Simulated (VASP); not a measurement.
## MgZn2S3: single point with PBE

MgZn2S3:

```
Mg Zn S
1.0
     6.77629    0.00000    0.00000
    -3.38815    5.86844    0.00000
     0.00000    0.00000    6.38231
Mg Zn S
2 4 6
Direct
  0.66667 0.33333 0.99849
  0.33333 0.66667 0.99849
  0.33014 0.00000 0.50021
  0.00000 0.33014 0.50021
  0.66986 0.66986 0.50021
  0.00000 0.00000 0.99958
  0.00000 0.00000 0.37175
  0.66667 0.33333 0.38563
  0.33333 0.66667 0.38563
  0.32310 0.00000 0.86993
  0.00000 0.32310 0.86993
  0.67690 0.67690 0.86993
```

| Quantity | Value |
| --- | --- |
| Program | VASP 6.6.1 |
| Task | single point |
| Functional | PBE |
| Potentials or basis | VASP PAW PBE potentials, release 64 (Mg, Zn, S) |
| Cutoff | 520 eV |
| k mesh | 3 × 3 × 4 |
| Occupations | gaussian, width 0.1 eV |
| Spin | no spin polarisation |

```yaml
Pressure: 0.0 GPa
Largest_force: 0.023 eV/Å
Band_gap_on_the_k_mesh: 2.34 eV, direct
```

Forces on the atoms (eV/Å):
```
Mg   0.000  0.000 -0.004
Mg   0.000  0.000 -0.004
Zn  -0.002  0.000  0.007
Zn   0.001 -0.002  0.007
Zn   0.001  0.002  0.007
Zn   0.000  0.000  0.009
S    0.000  0.000 -0.011
S    0.000  0.000 -0.020
S    0.000  0.000 -0.020
S    0.022  0.000  0.009
S   -0.011  0.019  0.009
S   -0.011 -0.019  0.009
```

Levels at points of the mesh, in eV from the valence-band top:
| k point | band 41 | band 42 | band 43 | band 44 | band 45 | band 46 | band 47 | band 48 |
| --- | --- | --- | --- | --- | --- | --- | --- | --- |
| (0.00, 0.00, 0.00) | -0.74 | -0.04 | 0.00 | 0.00 | 2.34 | 3.76 | 4.51 | 4.51 |
| (0.00, 0.00, 0.50) | -0.51 | -0.51 | -0.24 | -0.24 | 3.44 | 4.30 | 4.59 | 4.59 |

Run time: 3.2 min on 1 thread of Intel Xeon 6975P-C, on a shared host, peak memory 0.4 GiB.

Expect the measured gap to be larger: semilocal functionals such as PBE lack the derivative discontinuity.
